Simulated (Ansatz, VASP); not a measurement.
## Hf3Be in VASP and in Ansatz

POSCAR

```
Hf3Be
1.0
   -2.0920000000      2.0920000000      4.3530460000
    2.0920000000     -2.0920000000      4.3530460000
    2.0920000000      2.0920000000     -4.3530460000
Hf Be
3 1
Direct
    0.5000000000      0.5000000000      0.0000000000
    0.2500000000      0.7500000000      0.5000000000
    0.7500000000      0.2500000000      0.5000000000
    0.0000000000      0.0000000000      0.0000000000
```

File INCAR.step1:

```
ALGO = Normal
EDIFF = 1E-4
ENCUT = 520
GGA = PE
ISMEAR = -1
LASPH = True
LCHARG = False
LREAL = False
LWAVE = True
NBANDS = 24
NELM = 80
PREC = Accurate
SIGMA = 0.05
```

The input INCAR.step2:

```
ALGO = Normal
EDIFF = 1E-7
ENCUT = 520
ISIF = 2
ISMEAR = -1
ISTART = 1
LASPH = True
LCHARG = True
LELF = True
LMIXTAU = True
LREAL = False
LVHAR = True
LWAVE = False
METAGGA = R2SCAN
NBANDS = 24
NELM = 80
PREC = Accurate
SIGMA = 0.05
```

File KPOINTS:

```
k-points
0
Gamma
  5 5 5
```

input.yaml

```yaml
crystal:
  lattice:
    - [-2.092, 2.092, 4.353046]
    - [2.092, -2.092, 4.353046]
    - [2.092, 2.092, -4.353046]
  atoms:
    - { symbol: Hf, position: [0.5, 0.5, 0.0] }
    - { symbol: Hf, position: [0.25, 0.75, 0.5] }
    - { symbol: Hf, position: [0.75, 0.25, 0.5] }
    - { symbol: Be, position: [0.0, 0.0, 0.0] }
hamiltonian:
  xc: r2scan
  pseudopotentials: { kind: paw }
kpoints:
  mp_grid: { grid: [5, 5, 5] }
scf:
  occupations: { method: fermi_dirac, width: 0.05 }
  n_extra_bands: 10
output:
  forces: true
  stress: true
  eigenvalues: true
  dos: { projected: true, de: 0.05, nscf_kmesh: { grid: [8, 8, 8] } }
```

Alike in both runs: functional r2SCAN; k mesh 5 × 5 × 5; occupations fermi-dirac, width 0.05 eV; no spin polarisation.

|  | VASP | Ansatz |
| --- | --- | --- |
| version | VASP 6.6.1 | Ansatz 0.2.0 |
| potentials or method | VASP PAW PBE potentials, release 64 (Hf_pv, Be) | Ansatz PAW |
| plane-wave cutoff (eV) | 520 | 500 |
| valence electrons in the cell | 32 | 80 |
| task | single point | projected density of states |

```csv
,VASP,Ansatz,Ansatz less VASP
gap on the k mesh at the Fermi level (eV),none,none,-
pressure (GPa),-1.7,-1.3,+0.40
"traceless stress, the component that is largest in VASP (GPa)",0.82,0.73,-0.083
```

VASP's potentials were made for PBE, not for r2SCAN. A gap of «none» marks a metal or a gap that the smearing closes. VASP's potentials hold 32 valence electrons a cell and Ansatz's 80, so a difference there can come from the potentials and not from the codes.

The k mesh is coarse, so the values compare programs but aren't converged. Spin-orbit coupling is off throughout.
